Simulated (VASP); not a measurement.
# WC (Fm-3m) in VASP: single point with r2SCAN

Aim: the single point of WC with r2SCAN.

All numbers are computed with VASP 6.6.1; they aren't measurements. Logs are shortened: lines on timing, memory, paths and dates and some standing lists are left out, and cuts for length are marked.

### 1 The cell of the first run

It takes space group Fm-3m (No. 225, cubic). The conventional cell has a = 4.385 Å, b = 4.385 Å, c = 4.385 Å, α = 90.00°, β = 90.00°, γ = 90.00°. Within 2.9 Å of W (site symmetry m-3m) lie 6 C at 2.19 Å. Within 2.9 Å of C (site symmetry m-3m) lie 6 W at 2.19 Å.

### 2 Single point, r2SCAN

Input file POSCAR:

```
WC
1.0
    0.0000000000      4.3853680000      4.3853680000
    4.3853680000      0.0000000000      4.3853680000
    4.3853680000      4.3853680000      0.0000000000
W C
8 8
Direct
    0.0000000000      0.0000000000      0.0000000000
    0.0000000000      0.0000000000      0.5000000000
    0.0000000000      0.5000000000      0.0000000000
    0.0000000000      0.5000000000      0.5000000000
    0.5000000000      0.0000000000      0.0000000000
    0.5000000000      0.0000000000      0.5000000000
    0.5000000000      0.5000000000      0.0000000000
    0.5000000000      0.5000000000      0.5000000000
    0.2500000000      0.2500000000      0.2500000000
    0.2500000000      0.2500000000      0.7500000000
    0.2500000000      0.7500000000      0.2500000000
    0.2500000000      0.7500000000      0.7500000000
    0.7500000000      0.2500000000      0.2500000000
    0.7500000000      0.2500000000      0.7500000000
    0.7500000000      0.7500000000      0.2500000000
    0.7500000000      0.7500000000      0.7500000000
```

Input file INCAR.step1:

```
SYSTEM = WC
ALGO = Normal
EDIFF = 1E-5
ENCUT = 660
GGA = PE
GGA_COMPAT = .False.
ISMEAR = -1
LASPH = .True.
LCHARG = .False.
LREAL = .False.
LWAVE = .True.
NBANDS = 86
NELM = 120
PREC = Accurate
SIGMA = 0.1
```

Input file INCAR.step2:

```
SYSTEM = WC
ALGO = Normal
EDIFF = 1E-6
ENCUT = 660
GGA_COMPAT = .False.
ISIF = 2
ISMEAR = -1
ISTART = 1
LASPH = .True.
LCHARG = .True.
LELF = .True.
LMIXTAU = .True.
LREAL = .False.
LVHAR = .True.
LWAVE = .False.
METAGGA = R2SCAN
NBANDS = 86
NELM = 120
PREC = Accurate
SIGMA = 0.1
```

Input file KPOINTS:

```
k-points
0
Gamma
  3 3 3
  0 0 0
```

Potentials or basis: VASP PAW PBE potentials, release 64 (W_sv, C).

Launch:

```sh
> cat potpaw_PBE.64/W_sv/POTCAR potpaw_PBE.64/C/POTCAR > POTCAR
> cp INCAR.step1 INCAR
> mpirun -np 1 vasp_std > vasp.out
> cp INCAR.step2 INCAR
> mpirun -np 1 vasp_std > vasp.out
```

OUTCAR:

```text
SYSTEM = WC
   EDIFF = 1E-6
   ENCUT = 660
   ISIF = 2
   ISMEAR = -1
   ISTART = 1
   LASPH = .True.
   LREAL = .False.
   METAGGA = R2SCAN
   NELM = 120
   PREC = Accurate

 ion  position               nearest neighbor table
   1  0.000  0.000  0.000-  10 2.19  11 2.19  12 2.19  13 2.19  14 2.19  15 2.19   2 3.10   3 3.10
                             5 3.10   2 3.10   4 3.10   6 3.10   3 3.10   4 3.10   7 3.10   5 3.10
   2  0.000  0.000  0.500-   9 2.19  11 2.19  12 2.19  13 2.19  14 2.19  16 2.19   1 3.10   4 3.10
                             6 3.10   1 3.10   3 3.10   5 3.10   3 3.10   4 3.10   8 3.10   5 3.10
   3  0.000  0.500  0.000-   9 2.19  10 2.19  12 2.19  13 2.19  15 2.19  16 2.19   1 3.10   4 3.10
                             7 3.10   2 3.10   4 3.10   8 3.10   1 3.10   2 3.10   5 3.10   5 3.10
   4  0.000  0.500  0.500-   9 2.19  10 2.19  11 2.19  14 2.19  15 2.19  16 2.19   2 3.10   3 3.10
                             8 3.10   1 3.10   3 3.10   7 3.10   1 3.10   2 3.10   6 3.10   6 3.10
   5  0.500  0.000  0.000-   9 2.19  10 2.19  11 2.19  14 2.19  15 2.19  16 2.19   1 3.10   6 3.10
                             7 3.10   2 3.10   6 3.10   8 3.10   3 3.10   7 3.10   8 3.10   1 3.10
   6  0.500  0.000  0.500-   9 2.19  10 2.19  12 2.19  13 2.19  15 2.19  16 2.19   2 3.10   5 3.10
                             8 3.10   1 3.10   5 3.10   7 3.10   4 3.10   7 3.10   8 3.10   1 3.10
   7  0.500  0.500  0.000-   9 2.19  11 2.19  12 2.19  13 2.19  14 2.19  16 2.19   3 3.10   5 3.10
                             8 3.10   4 3.10   6 3.10   8 3.10   1 3.10   5 3.10   6 3.10   1 3.10
   8  0.500  0.500  0.500-  10 2.19  11 2.19  12 2.19  13 2.19  14 2.19  15 2.19   4 3.10   6 3.10
                             7 3.10   3 3.10   5 3.10   7 3.10   2 3.10   5 3.10   6 3.10   2 3.10
   9  0.250  0.250  0.250-   2 2.19   3 2.19   4 2.19   5 2.19   6 2.19   7 2.19
  10  0.250  0.250  0.750-   1 2.19   3 2.19   4 2.19   5 2.19   6 2.19   8 2.19
  11  0.250  0.750  0.250-   1 2.19   2 2.19   4 2.19   5 2.19   7 2.19   8 2.19
  12  0.250  0.750  0.750-   1 2.19   2 2.19   3 2.19   6 2.19   7 2.19   8 2.19
  13  0.750  0.250  0.250-   1 2.19   2 2.19   3 2.19   6 2.19   7 2.19   8 2.19
  14  0.750  0.250  0.750-   1 2.19   2 2.19   4 2.19   5 2.19   7 2.19   8 2.19
[... 6 lines left out ...]
  Lattice vectors:

 A1 = (   0.0000000000,   4.3853680000,   4.3853680000)
 A2 = (   4.3853680000,   0.0000000000,   4.3853680000)
 A3 = (   4.3853680000,   4.3853680000,   0.0000000000)

Analysis of symmetry for initial positions (statically):
=====================================================================
 Subroutine PRICEL returns following result:

  LATTYP: Found a face centered cubic cell.
 ALAT       =     4.3853680000

  Lattice vectors:

 A1 = (   0.0000000000,   2.1926840000,   2.1926840000)
 A2 = (   2.1926840000,   0.0000000000,   2.1926840000)
 A3 = (   2.1926840000,   2.1926840000,   0.0000000000)

   8 primitive cells build up your supercell.

 Routine SETGRP: Setting up the symmetry group for a
 face centered cubic supercell.

 Subroutine GETGRP returns: Found 48 space group operations
 (whereof 48 operations were pure point group operations)
 out of a pool of 48 trial point group operations.

The static configuration has the point symmetry O_h .

Analysis of symmetry for dynamics (positions and initial velocities):
=====================================================================
 Subroutine PRICEL returns following result:

  LATTYP: Found a face centered cubic cell.
 ALAT       =     4.3853680000

  Lattice vectors:

 A1 = (   0.0000000000,   2.1926840000,   2.1926840000)
 A2 = (   2.1926840000,   0.0000000000,   2.1926840000)
 A3 = (   2.1926840000,   2.1926840000,   0.0000000000)

   8 primitive cells build up your supercell.

 Routine SETGRP: Setting up the symmetry group for a
 face centered cubic supercell.

 Subroutine GETGRP returns: Found 48 space group operations
 (whereof 48 operations were pure point group operations)
 out of a pool of 48 trial point group operations.

The dynamic configuration has the point symmetry O_h .

 Subroutine INISYM returns: Found 48 space group operations
 (whereof 48 operations are pure point group operations),
 and found     8 'primitive' translations

----------------------------------------------------------------------------------------

                                     Primitive cell

  volume of cell :      21.0842

  direct lattice vectors                    reciprocal lattice vectors
     0.000000000  2.192684000  2.192684000    -0.228031034  0.228031034  0.228031034
     2.192684000  0.000000000  2.192684000     0.228031034 -0.228031034  0.228031034
     2.192684000  2.192684000  0.000000000     0.228031034  0.228031034 -0.228031034

  length of vectors
     3.100923451  3.100923451  3.100923451     0.394961337  0.394961337  0.394961337

  position of ions in fractional coordinates (direct lattice)
     0.000000000  0.000000000  0.000000000
     0.500000000  0.500000000  0.500000000

  ion indices of the primitive-cell ions
   primitive index   ion index
                 1           1
                 2           9

----------------------------------------------------------------------------------------

 KPOINTS: k-points

Automatic generation of k-mesh.
 Grid dimensions read from file:
 generate k-points for:    3    3    3

 Generating k-lattice:

  Cartesian coordinates                     Fractional coordinates (reciprocal lattice)
    -0.038005172  0.038005172  0.038005172     0.333333333  0.000000000  0.000000000
     0.038005172 -0.038005172  0.038005172     0.000000000  0.333333333  0.000000000
     0.038005172  0.038005172 -0.038005172     0.000000000  0.000000000  0.333333333

  Length of vectors
     0.065826889  0.065826889  0.065826889

  Shift w.r.t. Gamma in fractional coordinates (k-lattice)
     0.000000000  0.000000000  0.000000000

 Subroutine IBZKPT returns following result:
 ===========================================

 Found      4 irreducible k-points:

 Following reciprocal coordinates:
            Coordinates               Weight
  0.000000  0.000000  0.000000      1.000000
  0.333333  0.000000  0.000000      8.000000
  0.333333  0.333333  0.000000      6.000000
 -0.333333  0.333333  0.000000     12.000000
   k-points           NKPTS =      4   k-points in BZ     NKDIM =      4   number of bands    NBANDS=     86
   number of dos      NEDOS =    301   number of ions     NIONS =     16
   total plane-waves  NPLWV = 157464
   dimension x,y,z NGX =    54 NGY =   54 NGZ =   54
   dimension x,y,z NGXF=   108 NGYF=  108 NGZF=  108
   ions per type =               8   8
   NGX,Y,Z   is equivalent  to a cutoff of  14.48, 14.48, 14.48 a.u.
   NGXF,Y,Z  is equivalent  to a cutoff of  28.95, 28.95, 28.95 a.u.
 SYSTEM =  WC
   PREC   = accura    normal or accurate (medium, high low for compatibility)
   ISTART =      1    job   : 0-new  1-cont  2-samecut
   ICHARG =      0    charge: 1-file 2-atom 10-const
   ISPIN  =      1    spin polarized calculation?
   LNONCOLLINEAR =      F non collinear calculations
   LSORBIT =      F    spin-orbit coupling
   LASPH  =      T    aspherical Exc in radial PAW
   ENCUT  =  660.0 eV  48.51 Ry    6.96 a.u.  12.99 12.99 12.99*2*pi/ulx,y,z
   NELM   =    120;   NELMIN=  2; NELMDL=  0     # of ELM steps
   EDIFF  = 0.1E-05   stopping-criterion for ELM
   LREAL  =      F    real-space projection
   EDIFFG = 0.1E-04   stopping-criterion for IOM
   NSW    =      0    number of steps for IOM
   IBRION =     -1    ionic relax: 0-MD 1-quasi-New 2-CG
   NFREE  =      0    steps in history (QN), initial steepest desc. (CG)
   ISIF   =      2    stress and relaxation
   ISYM   =      2    0-nonsym 1-usesym 2-fastsym
   POTIM  = 0.5000    time-step for ionic-motion
   TEBEG  =    0.0;   TEEND  =   0.0 temperature during run
   PSTRESS=    0.0 pullay stress
   NELECT =     144.0000    total number of electrons
   NUPDOWN=      -1.0000    fix difference up-down
   EMIN   =  10.00;   EMAX   =-10.00  energy-range for DOS
   EFERMI =   0.00;   METHOD = LEGACY
   ISMEAR =    -1;   SIGMA  =   0.10  broadening in eV -4-tet -1-fermi 0-gaus
   EFERMI_NEDOS =   21; number of points for ismear=-14 and -15
   IALGO  =     38    algorithm
   IMIX   =      4    mixing-type and parameters
     AMIX     =   0.40;   BMIX     =  1.00
     AMIX_MAG =   1.60;   BMIX_MAG =  1.00
  volume/ion in A,a.u.               =      10.54        71.14
  Fermi-wavevector in a.u.,A,eV,Ry     =   1.553029  2.934800 32.815887  2.411900
  Thomas-Fermi vector in A             =   2.657319
   LORBIT       =      0    0 simple, 1 ext, 2 COOP (PROOUT), +10 PAW based schemes
   METAGGA = R2SCAN    functional components
   LHFCALC =     F    Hartree Fock is set to
   AEXX    =    0.0000 exact exchange contribution
   IVDW    =     0    specifies the selected vdW correction
   LEPSILON=     F    determine dielectric tensor
   LRPA    =     F    only Hartree local field effects (RPA)
 non-spin polarized calculation
  energy-cutoff  :      660.00
  volume of cell :      168.67
 maximum number of plane-waves:      6517
 NGX is ok and might be reduce to    54
   NGX = 25   NGY = 25   NGZ = 25

 number of electron     144.0000018 magnetization

 Free energy of the ion-electron system (eV)
  ---------------------------------------------------
  ext. energy  EPLUGINS =         0.00000000
  ---------------------------------------------------
  free energy    TOTEN  =      -484.69458143 eV

  energy without entropy =     -484.38134490  energy(sigma->0) =     -484.53796316

 E-fermi :  12.4106     XC(G=0): -14.8499

 val. band max:       12.3234506839   @ k =   0.3333   0.3333   0.0000
 cond. band min:      12.6361698287   @ k =  -0.3333   0.3333   0.0000
 fundamental gap:      0.3127191448
 Fermi energy:        12.4106317630

 k-point     1 :       0.0000    0.0000    0.0000
  band No.  band energies     occupation
      1     -65.0468      2.00000
      2     -65.0053      2.00000
      3     -65.0053      2.00000
      4     -65.0053      2.00000
      5     -65.0053      2.00000
      6     -64.9914      2.00000
[... 337 lines left out ...]
     83      14.0830      0.00000
     84      14.7068      0.00000
 [bands above 84 left out]

------------------------ aborting loop because EDIFF is reached ----------------------------------------

  FORCE on cell =-STRESS in cart. coord.  units (eV):
  Direction    XX          YY          ZZ          XY          YZ          ZX
  --------------------------------------------------------------------------------------
  -------------------------------------------------------------------------------------
  Total       -2.9770451     -2.9770451     -2.9770451      0.0000000      0.0000000      0.0000000
  in kB      -28.2779463    -28.2779463    -28.2779463      0.0000000      0.0000000      0.0000000
  external PRESSURE =     -28.2779463 kB  Pullay stress =       0.0000000 kB

 VOLUME and BASIS-vectors are now :
 -----------------------------------------------------------------------------
  energy-cutoff  :      660.00
  volume of cell :      168.67
      direct lattice vectors                 reciprocal lattice vectors
     0.000000000  4.385368000  4.385368000    -0.114015517  0.114015517  0.114015517
     4.385368000  0.000000000  4.385368000     0.114015517 -0.114015517  0.114015517
     4.385368000  4.385368000  0.000000000     0.114015517  0.114015517 -0.114015517

 POSITION                                       TOTAL-FORCE (eV/Angst)
 -----------------------------------------------------------------------------------
      0.00000      0.00000      0.00000         0.000000      0.000000     -0.000000
      2.19268      2.19268      0.00000         0.000000     -0.000000     -0.000000
      2.19268      0.00000      2.19268        -0.000000     -0.000000     -0.000000
      4.38537      2.19268      2.19268        -0.000000     -0.000000     -0.000000
      0.00000      2.19268      2.19268        -0.000000      0.000000     -0.000000
      2.19268      4.38537      2.19268        -0.000000      0.000000     -0.000000
[... 8 lines left out ...]
      4.38537      4.38537      6.57805        -0.000000     -0.000000     -0.000000
      6.57805      6.57805      6.57805         0.000000     -0.000000      0.000000
 -----------------------------------------------------------------------------------
    total drift:                               -0.000000      0.000000     -0.000000

  FREE ENERGIE OF THE ION-ELECTRON SYSTEM (eV)
  ---------------------------------------------------
  free  energy   TOTEN  =      -484.6945814320 eV

  energy  without entropy=     -484.3813448972  energy(sigma->0) =     -484.53796316
```

Wall time 17 min (1 thread of AMD EPYC, shared host); peak memory 0.4 GiB.

What came out:

```yaml
Free_energy: -484.6946 eV
Pressure: -2.8 GPa
Band_gap_on_the_k_mesh: zero (bands 72 and 73 overlap by 0.63 eV)
```

Caveat: the k points lie up to 0.41 Å⁻¹ apart, too coarse for converged energies and pressures of a metal; the PAW data sets were made with another functional, which shifts forces and pressure a little; spin-orbit coupling is left out, which moves the levels of the heavy elements.
